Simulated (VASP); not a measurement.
# BP: single point with PBE

Crystal: BP.

```xyz
2
Lattice="0.0000 1.9822 2.9732 1.9822 0.0000 2.9732 1.9822 1.9822 0.0000" Properties=species:S:1:pos:R:3 pbc="T T T"
B     0.0000    0.0000    0.0000
P     2.9732    2.9732    4.4598
```

This cell differs from its parent crystal: ratio of the length along z to the lengths across it x 1.5, volume and fractional coordinates fixed.

```yaml
Program: VASP 6.6.1
Task: single point
Functional: PBE
Potentials_or_basis: VASP PAW PBE potentials, release 64 (B, P)
Cutoff: 520 eV
k_mesh: 12 × 12 × 12
Occupations: gaussian, width 0.05 eV
Spin: no spin polarisation
Dipole_correction: no
Further_INCAR_settings: ALGO = Normal; EDIFF = 1e-06; NBANDS = 11
```

The pressure is -3.5 GPa and the band gap on the k mesh is zero (band 4 reaches 9.67 eV, above the bottom of band 5 at 7.27 eV).

Stress tensor (GPa, compression positive):
```
 21.29   0.00   0.00
  0.00  21.29   0.00
  0.00   0.00 -53.12
```

Levels at points of the mesh, in eV from the Fermi level:
```
           k point  band 2  band 3  band 4  band 5  band 6  band 7
(0.00, 0.00, 0.00)   -4.50    1.05    1.37    1.37    2.98    2.98
(0.50, 0.00, 0.00)   -9.64   -5.08   -1.46    1.01    6.12    7.55
(0.50, 0.50, 0.00)  -11.24   -1.41   -1.41    3.69    5.17    9.49
(0.50, 0.00, 0.50)   -7.93   -5.92   -5.00   -0.51   -0.23    5.52
```

Wall time 20 s on 1 thread of AMD EPYC 9R45 96-Core Processor (Zen 5) (shared host), peak memory 0.14 GiB.
